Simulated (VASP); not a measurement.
Here is a VASP 6.6.1 calculation.

INCAR

```
PREC = Accurate
ENCUT = 500
EDIFF = 1E-6
ISMEAR = 0
SIGMA = 0.1
LREAL = F
LASPH = T
NELM = 120
ALGO = Normal
ISIF = 2
LWAVE = F
LCHARG = T
GGA = RE
LELF = T
LVHAR = T
NBANDS = 12
GGA_COMPAT = F
```

Contents of KPOINTS:

```
Automatic mesh
0
Gamma
  8 8 8
```

Contents of POSCAR:

```
NaB
1.0
    0.0000000000      2.6838690000      2.6838690000
    2.6838690000      0.0000000000      2.6838690000
    2.6838690000      2.6838690000      0.0000000000
Na B
1 1
Direct
    0.0000000000      0.0000000000      0.0000000000
    0.5000000000      0.5000000000      0.5000000000
```

Potentials or basis: VASP PAW PBE potentials, release 64 (Na_pv, B).

Run with:

```bash
$ cat potpaw_PBE.64/Na_pv/POTCAR potpaw_PBE.64/B/POTCAR > POTCAR
$ mpirun -np 1 vasp_std > vasp.out
```

(1) Estimate the pressure.

(2) What does it give for the band gap on the k mesh?

Answers

(1) 1.3 GPa.

(2) zero (band 5 reaches 3.23 eV, above the bottom of band 6 at 0.33 eV).

Caveat: the PAW data sets were made with another functional, which shifts forces and pressure a little.
